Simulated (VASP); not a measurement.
SnTe:

```
CELL_PARAMETERS angstrom
3.61896 0.00000 0.00000
0.00000 3.61896 0.00000
0.00000 0.00000 4.85146
ATOMIC_POSITIONS crystal
Sn 0.00000 0.00000 0.50000
Te 0.00000 0.00000 0.00000
```

The cell was generated, and may not be a known phase.

| Quantity | Value |
| --- | --- |
| Program | VASP 6.6.1 |
| Task | relaxation of cell and atoms |
| Functional | PBE |
| Potentials or basis | VASP PAW PBE potentials, release 64 (Sn_d, Te) |
| Cutoff | 600 eV |
| k mesh | 6 × 6 × 4 |
| Occupations | gaussian, width 0.1 eV |
| Spin | no spin polarisation |

At the start: pressure 21.9 GPa; volume 31.77 Å³/atom.

**Question.** How do energy, volume and symmetry change on relaxing?

**Answer.** Over 19 steps the energy falls by 1267.5 meV/atom and the volume is 31.56 Å³/atom (-0.6 %); space group P4/mmm (No. 123, to 0.1 Å) before and after.

The path:
```csv
step,energy change (eV),largest force (eV/Å),pressure (GPa),volume (Å³)
1,0.0000,0.0000,21.94,63.54
2,-1.1818,0.0000,-6.53,103.53
3,-1.4124,0.0000,-6.70,97.96
4,-1.5966,0.0000,-6.65,93.36
5,-1.9813,0.0000,-4.03,78.45
6,-1.9423,0.0000,-0.84,73.92
7,-1.9882,0.0000,-3.24,77.18
8,-2.2086,0.0000,-2.46,70.34
9,-2.0555,0.0000,15.19,51.41
10,-2.3451,0.0000,-0.51,65.25
11,-2.4402,0.0000,4.25,58.16
12,-2.4424,0.0000,2.74,59.89
13,-2.4902,0.0000,3.45,59.12
14,-2.4998,0.0000,3.02,59.38
15,-2.4999,0.0000,3.08,59.34
16,-2.5318,0.0000,0.82,61.99
17,-2.5347,0.0000,-0.09,63.23
18,-2.5347,0.0000,0.00,63.13
19,-2.5350,0.0000,-0.01,63.13
```

Final structure:
```
Sn Te
1.0
     3.13860    0.00000    0.00000
     0.00000    3.13860    0.00000
     0.00000    0.00000    6.40851
Sn Te
1 1
Cartesian
  3.1386 0.0000 3.2043
  0.0000 3.1386 0.0000
```

Caveat: a cell axis changed by over 15 % at a fixed basis, so the end point is rough.
